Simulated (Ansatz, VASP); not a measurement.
# Two plane-wave programs on Cs

Contents of INCAR:

```
  PREC = Accurate
  ENCUT = 520
  EDIFF = 1E-6
  ISMEAR = -1
  SIGMA = 0.1
  LREAL = F
  LASPH = T
  NELM = 60
  ALGO = Normal
  ISIF = 2
  LWAVE = F
  LCHARG = F
  GGA = RE
  NBANDS = 10
```

File KPOINTS:

```
regular mesh
0
Gamma
  8 8 8
```

POSCAR

```
Cs
1.0
    0.0000000000      3.8405605762      3.8405605762
    3.8405605762      0.0000000000      3.8405605762
    3.8405605762      3.8405605762      0.0000000000
Cs
1
Direct
    0.0000000000      0.0000000000      0.0000000000
```

Input for Ansatz:

```yaml
crystal:
  lattice:
    - [0.0, 3.8405605762, 3.8405605762]
    - [3.8405605762, 0.0, 3.8405605762]
    - [3.8405605762, 3.8405605762, 0.0]
  atoms:
    - { symbol: Cs, position: [0.0, 0.0, 0.0] }
hamiltonian:
  xc: revpbe
  pseudopotentials:
    kind: paw
    azcp:
      Cs: "pseudopotentials/Cs.paw.azcp"
basis:
  ecutwfc: 420
  fft_grid_basis: typed
kpoints:
  mp_grid: { grid: [8, 8, 8], shift: [0, 0, 0] }
magnetization:
  spin_polarized: false
scf:
  occupations: { method: fermi_dirac, width: 0.1 }
  lower_state_search: "off"
output:
  stress: true
```

Alike in both runs: task single point; functional revPBE; k mesh 8 × 8 × 8; occupations fermi-dirac, width 0.1 eV; no spin polarisation.

```csv
,VASP,Ansatz
version,VASP 6.6.1,Ansatz 0.2.0
potentials or method,"VASP PAW PBE potentials, release 64 (Cs_sv), cutoff 520 eV","plane waves (420 eV) with PAW, scalar-relativistic"
valence electrons in the cell,9,9
```

|  | VASP | Ansatz | Ansatz less VASP |
| --- | --- | --- | --- |
| pressure (GPa) | 0.3 | 0.3 | 0.00 |

VASP's potentials were made for PBE, not for revPBE.

Neither program's run includes spin-orbit coupling.
